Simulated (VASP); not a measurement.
Here is a VASP 6.6.1 calculation.

File INCAR:

```
PREC = Accurate
ENCUT = 500
EDIFF = 1E-6
ISMEAR = 0
SIGMA = 0.2
LREAL = F
LASPH = T
NELM = 120
ALGO = Normal
ISIF = 2
LWAVE = F
LCHARG = F
GGA = PE
NBANDS = 22
GGA_COMPAT = F
```

The input KPOINTS:

```
regular mesh
0
Gamma
  5 5 5
```

File POSCAR:

```
GaAs3
1.0
    0.0000000000      3.3715369010      3.3715369010
    3.3715369010      0.0000000000      3.3715369010
    3.3715369010      3.3715369010      0.0000000000
Ga As
1 3
Direct
    0.5000000000      0.5000000000      0.5000000000
    0.0000000000      0.0000000000      0.0000000000
    0.2500000000      0.2500000000      0.2500000000
    0.7500000000      0.7500000000      0.7500000000
```

Potentials or basis: VASP PAW PBE potentials, release 64 (Ga_d, As).

The run is started by

```sh
$ cat potpaw_PBE.64/Ga_d/POTCAR potpaw_PBE.64/As/POTCAR > POTCAR
$ mpirun -np 1 vasp_std > vasp.out
```

Problem. Estimate the pressure.

Solution. -0.2 GPa.

Problem. Estimate the band gap on the k mesh.

Solution. Zero (bands 14 and 15 overlap by 2.76 eV).
